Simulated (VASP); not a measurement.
Crystal: SrO.

```
Sr O
1.0
     3.50526    0.00000    0.00000
    -1.75263    3.03565    0.00000
     0.00000    0.00000    6.13328
Sr O
2 2
Direct
  0.66667 0.33333 0.75000
  0.33333 0.66667 0.25000
  0.00000 0.00000 0.50000
  0.00000 0.00000 0.00000
```

This cell differs from its parent crystal: volume scaled by 0.96.

Base run:

* Program: VASP 6.6.1
* Functional: PBEsol
* Potentials or basis: VASP PAW PBE potentials, release 64 (Sr_sv, O)
* Cutoff: 520 eV
* k mesh: 9 × 9 × 5
* Occupations: fermi-dirac, width 0.05 eV
* Spin: no spin polarisation

Its results: band gap on the k mesh 2.99 eV, indirect (least direct gap 3.16 eV); pressure 1.9 GPa.

Task: The run is repeated on the same cell with these changes: functional from PBEsol to r2SCAN; further incar settings from ALGO = Normal; EDIFF = 1e-07; NBANDS = 24 to ALGO = Normal; EDIFF = 1e-06; NBANDS = 24. What comes out?

Result: Band gap on the k mesh 3.53 eV, indirect (least direct gap 3.79 eV); pressure 4.2 GPa.

Caveats: the PAW data sets were made with another functional, which shifts forces and pressure a little.

A k mesh can miss the band edges.
